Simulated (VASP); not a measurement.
# I (Pm-3m) in VASP: relaxation of cell and atoms with r2SCAN

Aim: the relaxation of cell and atoms of I with r2SCAN.

Everything below comes from runs of VASP 6.6.1. Logs are shortened: lines on timing, memory, paths and dates and some standing lists are left out, and cuts for length are marked.

## Step 1: The cell of the first run

Symmetry: Pm-3m, No. 221, cubic system. The conventional cell has a = 3.607 Å, b = 3.607 Å, c = 3.607 Å, α = 90.00°, β = 90.00°, γ = 90.00°. I (site symmetry m-3m) has 6 I at 3.61 Å within 4.7 Å.

## Step 2: Relaxation of cell and atoms, r2SCAN

POSCAR

```
I
1.0
    3.6066387840      0.0000000000      0.0000000000
    0.0000000000      3.6066387840      0.0000000000
    0.0000000000      0.0000000000      3.6066387840
I
1
Direct
    0.0000000000      0.0000000000      0.0000000000
```

INCAR.step1

```
SYSTEM = I
PREC = Accurate
ENCUT = 600
ISMEAR = 0
SIGMA = 0.1
LREAL = .False.
LASPH = .True.
NELM = 100
GGA = PE
ALGO = Normal
EDIFF = 1E-4
LWAVE = .True.
LCHARG = .False.
```

INCAR.step2

```
SYSTEM = I
PREC = Accurate
ENCUT = 600
EDIFF = 1E-6
ISMEAR = 0
SIGMA = 0.1
LREAL = .False.
LASPH = .True.
NELM = 100
ALGO = Normal
ISIF = 3
LWAVE = .False.
LCHARG = .False.
METAGGA = R2SCAN
LMIXTAU = .True.
IBRION = 2
NSW = 100
EDIFFG = -0.01
ISTART = 1
```

KPOINTS

```
regular mesh
0
Gamma
  12 12 12
  0 0 0
```

Potentials or basis: VASP PAW PBE potentials, release 64 (I).

Launch:

```bash
> cat potpaw_PBE.64/I/POTCAR > POTCAR
> cp INCAR.step1 INCAR
> mpirun -np 1 vasp_std > vasp.out
> cp INCAR.step2 INCAR
> mpirun -np 1 vasp_std > vasp.out
```

OUTCAR:

```text
SYSTEM = I
   PREC = Accurate
   ENCUT = 600
   EDIFF = 1E-6
   ISMEAR = 0
   LREAL = .False.
   LASPH = .True.
   NELM = 100
   ISIF = 3
   METAGGA = R2SCAN
   IBRION = 2
   NSW = 100
   EDIFFG = -0.01
   ISTART = 1

 ion  position               nearest neighbor table
   1  0.000  0.000  0.000-

  LATTYP: Found a simple cubic cell.
 ALAT       =     3.6066387840

  Lattice vectors:

 A1 = (   3.6066387840,   0.0000000000,   0.0000000000)
 A2 = (   0.0000000000,   3.6066387840,   0.0000000000)
 A3 = (   0.0000000000,   0.0000000000,   3.6066387840)

Analysis of symmetry for initial positions (statically):
=====================================================================
 Subroutine PRICEL returns:
 Original cell was already a primitive cell.

 Routine SETGRP: Setting up the symmetry group for a
 simple cubic supercell.

 Subroutine GETGRP returns: Found 48 space group operations
 (whereof 48 operations were pure point group operations)
 out of a pool of 48 trial point group operations.

The static configuration has the point symmetry O_h .

Analysis of symmetry for dynamics (positions and initial velocities):
=====================================================================
 Subroutine PRICEL returns:
 Original cell was already a primitive cell.

 Routine SETGRP: Setting up the symmetry group for a
 simple cubic supercell.

 Subroutine GETGRP returns: Found 48 space group operations
 (whereof 48 operations were pure point group operations)
 out of a pool of 48 trial point group operations.

The dynamic configuration has the point symmetry O_h .

 Subroutine INISYM returns: Found 48 space group operations
 (whereof 48 operations are pure point group operations),
 and found     1 'primitive' translations

----------------------------------------------------------------------------------------

                                     Primitive cell

  volume of cell :      46.9146

  direct lattice vectors                    reciprocal lattice vectors
     3.606638784  0.000000000  0.000000000     0.277266469  0.000000000  0.000000000
     0.000000000  3.606638784  0.000000000     0.000000000  0.277266469  0.000000000
     0.000000000  0.000000000  3.606638784     0.000000000  0.000000000  0.277266469

  length of vectors
     3.606638784  3.606638784  3.606638784     0.277266469  0.277266469  0.277266469

  position of ions in fractional coordinates (direct lattice)
     0.000000000  0.000000000  0.000000000

  ion indices of the primitive-cell ions
   primitive index   ion index
                 1           1

----------------------------------------------------------------------------------------

 KPOINTS: regular mesh

Automatic generation of k-mesh.
 Grid dimensions read from file:
 generate k-points for:   12   12   12

 Generating k-lattice:

  Cartesian coordinates                     Fractional coordinates (reciprocal lattice)
     0.023105539  0.000000000  0.000000000     0.083333333  0.000000000  0.000000000
     0.000000000  0.023105539  0.000000000     0.000000000  0.083333333  0.000000000
     0.000000000  0.000000000  0.023105539     0.000000000  0.000000000  0.083333333

  Length of vectors
     0.023105539  0.023105539  0.023105539

  Shift w.r.t. Gamma in fractional coordinates (k-lattice)
     0.000000000  0.000000000  0.000000000

 Subroutine IBZKPT returns following result:
 ===========================================

 Found     84 irreducible k-points:

 Following reciprocal coordinates:
            Coordinates               Weight
  0.000000  0.000000  0.000000      1.000000
  0.083333  0.000000  0.000000      6.000000
  0.166667  0.000000  0.000000      6.000000
  0.250000  0.000000  0.000000      6.000000
  0.333333  0.000000  0.000000      6.000000
  0.416667  0.000000  0.000000      6.000000
[... 16 lines left out ...]
  0.333333  0.333333  0.000000     12.000000
  0.416667  0.333333  0.000000     24.000000
 [... further k-points ...]
   k-points           NKPTS =     84   k-points in BZ     NKDIM =     84   number of bands    NBANDS=      7
   number of dos      NEDOS =    301   number of ions     NIONS =      1
   total plane-waves  NPLWV =  27000
   dimension x,y,z NGX =    30 NGY =   30 NGZ =   30
   dimension x,y,z NGXF=    60 NGYF=   60 NGZF=   60
   ions per type =               1
   NGX,Y,Z   is equivalent  to a cutoff of  13.83, 13.83, 13.83 a.u.
   NGXF,Y,Z  is equivalent  to a cutoff of  27.66, 27.66, 27.66 a.u.
 SYSTEM =  I
   PREC   = accura    normal or accurate (medium, high low for compatibility)
   ISTART =      1    job   : 0-new  1-cont  2-samecut
   ICHARG =      0    charge: 1-file 2-atom 10-const
   ISPIN  =      1    spin polarized calculation?
   LNONCOLLINEAR =      F non collinear calculations
   LSORBIT =      F    spin-orbit coupling
   LASPH  =      T    aspherical Exc in radial PAW
   ENCUT  =  600.0 eV  44.10 Ry    6.64 a.u.   7.20  7.20  7.20*2*pi/ulx,y,z
   NELM   =    100;   NELMIN=  2; NELMDL=  0     # of ELM steps
   EDIFF  = 0.1E-05   stopping-criterion for ELM
   LREAL  =      F    real-space projection
   EDIFFG = -.1E-01   stopping-criterion for IOM
   NSW    =    100    number of steps for IOM
   IBRION =      2    ionic relax: 0-MD 1-quasi-New 2-CG
   NFREE  =      1    steps in history (QN), initial steepest desc. (CG)
   ISIF   =      3    stress and relaxation
   ISYM   =      2    0-nonsym 1-usesym 2-fastsym
   POTIM  = 0.5000    time-step for ionic-motion
   TEBEG  =    0.0;   TEEND  =   0.0 temperature during run
   PSTRESS=    0.0 pullay stress
   NELECT =       7.0000    total number of electrons
   NUPDOWN=      -1.0000    fix difference up-down
   EMIN   =  10.00;   EMAX   =-10.00  energy-range for DOS
   EFERMI =   0.00;   METHOD = LEGACY
   ISMEAR =     0;   SIGMA  =   0.10  broadening in eV -4-tet -1-fermi 0-gaus
   EFERMI_NEDOS =   21; number of points for ismear=-14 and -15
   IALGO  =     38    algorithm
   IMIX   =      4    mixing-type and parameters
     AMIX     =   0.40;   BMIX     =  1.00
     AMIX_MAG =   1.60;   BMIX_MAG =  1.00
  volume/ion in A,a.u.               =      46.91       316.60
  Fermi-wavevector in a.u.,A,eV,Ry     =   0.868303  1.640856 10.258125  0.753951
  Thomas-Fermi vector in A             =   1.986962
   LORBIT       =      0    0 simple, 1 ext, 2 COOP (PROOUT), +10 PAW based schemes
   METAGGA = R2SCAN    functional components
   LHFCALC =     F    Hartree Fock is set to
   AEXX    =    0.0000 exact exchange contribution
   IVDW    =     0    specifies the selected vdW correction
   LEPSILON=     F    determine dielectric tensor
   LRPA    =     F    only Hartree local field effects (RPA)
 conjugate gradient relaxation of ions
 non-spin polarized calculation
 Gauss-broadening in eV      SIGMA  =   0.10
  energy-cutoff  :      600.00
  volume of cell :       46.91
 maximum number of plane-waves:      1596
 NGX is ok and might be reduce to    30
   NGX = 15   NGY = 15   NGZ = 15

--------------------------------------- Ionic step        1  -------------------------------------------

 number of electron       7.0000001 magnetization

 Free energy of the ion-electron system (eV)
  ---------------------------------------------------
  ext. energy  EPLUGINS =         0.00000000
  ---------------------------------------------------
  free energy    TOTEN  =       -24.11993922 eV

  energy without entropy =      -24.11097288  energy(sigma->0) =      -24.11545605

------------------------ aborting loop because EDIFF is reached ----------------------------------------

  FORCE on cell =-STRESS in cart. coord.  units (eV):
  Direction    XX          YY          ZZ          XY          YZ          ZX
  --------------------------------------------------------------------------------------
  -------------------------------------------------------------------------------------
  Total       -0.6641774     -0.6641774     -0.6641774      0.0000000      0.0000000      0.0000000
  in kB      -22.6822807    -22.6822807    -22.6822807      0.0000000      0.0000000      0.0000000
  external PRESSURE =     -22.6822807 kB  Pullay stress =       0.0000000 kB
[... 90 lines left out ...]
  energy  without entropy=      -24.1609213816  energy(sigma->0) =      -24.16445328

--------------------------------------- Ionic step        4  -------------------------------------------

 number of electron       7.0000000 magnetization

 Free energy of the ion-electron system (eV)
  ---------------------------------------------------
  ext. energy  EPLUGINS =         0.00000000
  ---------------------------------------------------
  free energy    TOTEN  =       -24.16800448 eV

  energy without entropy =      -24.16097968  energy(sigma->0) =      -24.16449208

 E-fermi :   3.1410     XC(G=0):  -8.6603

 val. band max:        3.1166860410   @ k =   0.1667   0.0000   0.0000
 cond. band min:       3.1480718571   @ k =   0.2500   0.2500   0.0833
 fundamental gap:      0.0313858161
 Fermi energy:         3.1409978694

 k-point     1 :       0.0000    0.0000    0.0000
  band No.  band energies     occupation
      1     -10.9064      2.00000
      2       2.9580      1.99034
      3       2.9580      1.99034
      4       2.9580      1.99034
      5       9.1358      0.00000
      6      10.1743      0.00000
      7      10.1743      0.00000
[... 221 lines left out ...]
 k-point    24 :       0.4167    0.3333    0.0000
  band No.  band energies     occupation
      1      -9.4526      2.00000
      2      -0.8107      2.00000
      3       0.0440      2.00000
      4       4.0798      0.00000
      5       8.3861      0.00000
      6      12.4405      0.00000
      7      15.2353      0.00000

 [... further k-points ...]
[... 5 lines left out ...]
  --------------------------------------------------------------------------------------
  -------------------------------------------------------------------------------------
  Total        0.0038493      0.0038493      0.0038493     -0.0000000     -0.0000000      0.0000000
  in kB        0.1502315      0.1502315      0.1502315     -0.0000000     -0.0000000      0.0000000
  external PRESSURE =       0.1502315 kB  Pullay stress =       0.0000000 kB
[... 16 lines left out ...]
  FREE ENERGIE OF THE ION-ELECTRON SYSTEM (eV)
  ---------------------------------------------------
  free  energy   TOTEN  =       -24.1680044814 eV

  energy  without entropy=      -24.1609796815  energy(sigma->0) =      -24.16449208

 reached required accuracy - stopping structural energy minimisation
```

Wall time 5.5 min (1 thread of AMD EPYC 7R43 (Zen 3), shared host); peak memory 0.17 GiB.

Results:

```yaml
Free_energy: -24.1680 eV
Relaxed_volume: 41.05 Å³/atom
Relaxed_cell: a = 3.450 Å, b = 3.450 Å, c = 3.450 Å, α = 90.00°, β = 90.00°, γ = 90.00°
Space_group_after_relaxing_to_0.05_Å: Pm-3m (No. 221)
Energy_gained_by_relaxing: 48.1 meV/atom
Ionic_steps: 4
Pressure_after_relaxing: 0.0 GPa
```

The path:
```tsv
step	energy change (eV)	largest force (eV/Å)	pressure (GPa)	volume (Å³)
1	0.0000	0.0000	-2.27	46.91
2	-0.0442	0.0000	-0.79	42.55
3	-0.0480	0.0000	-0.07	41.18
4	-0.0481	0.0000	0.02	41.05
```

Final structure:
```xyz
1
Lattice="3.4497 0.0000 0.0000 0.0000 3.4497 0.0000 0.0000 0.0000 3.4497" Properties=species:S:1:pos:R:3 pbc="T T T"
I     0.0000    0.0000    0.0000
```

Caveat: the PAW data sets were made with another functional, which shifts forces and pressure a little; spin-orbit coupling is left out, which moves the levels of the heavy elements; an odd number of electrons without spin polarisation forces a metal; a magnetic or distorted state may lie lower.
